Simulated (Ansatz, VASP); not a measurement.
HfSi4: VASP beside Ansatz

```
Hf Si
1.0
    -2.53909    2.53909    3.96187
     2.53909   -2.53909    3.96187
     2.53909    2.53909   -3.96187
Hf Si
1 4
Cartesian
  0.0000 0.0000 0.0000
  0.0000 0.0000 2.7627
  0.0000 0.0000 5.1611
  0.0000 2.5391 0.0000
  2.5391 0.0000 0.0000
```

Change from the starting cell: species swapped into the PbF4 type (I4/mmm, No. 139).

Alike in both runs: functional PBE; k mesh 6 × 6 × 6; occupations gaussian, width 0.1 eV; no spin polarisation.

Ansatz relaxed the structure, and its values are those at the end. VASP's run is a single point on that final structure, the one shown.

|  | VASP | Ansatz |
| --- | --- | --- |
| version | VASP 6.6.1 | Ansatz 0.2.0 |
| potentials or method | VASP PAW PBE potentials, release 64 (Hf_pv, Si), cutoff 520 eV | scalar-relativistic, plane waves, PAW |
| valence electrons in the cell | 26 | 42 |

```csv
,VASP,Ansatz,Ansatz less VASP
gap on the k mesh at the Fermi level (eV),none,none,-
pressure (GPa),0.3,0.2,-0.09
rms of the force components (eV/Å),0.003,0.006,+0.0031
```

A gap of «none» marks a metal or a gap that the smearing closes. VASP's potentials hold 26 valence electrons a cell and Ansatz's 42, so a difference there can come from the potentials and not from the codes.

Neither program's run includes spin-orbit coupling.
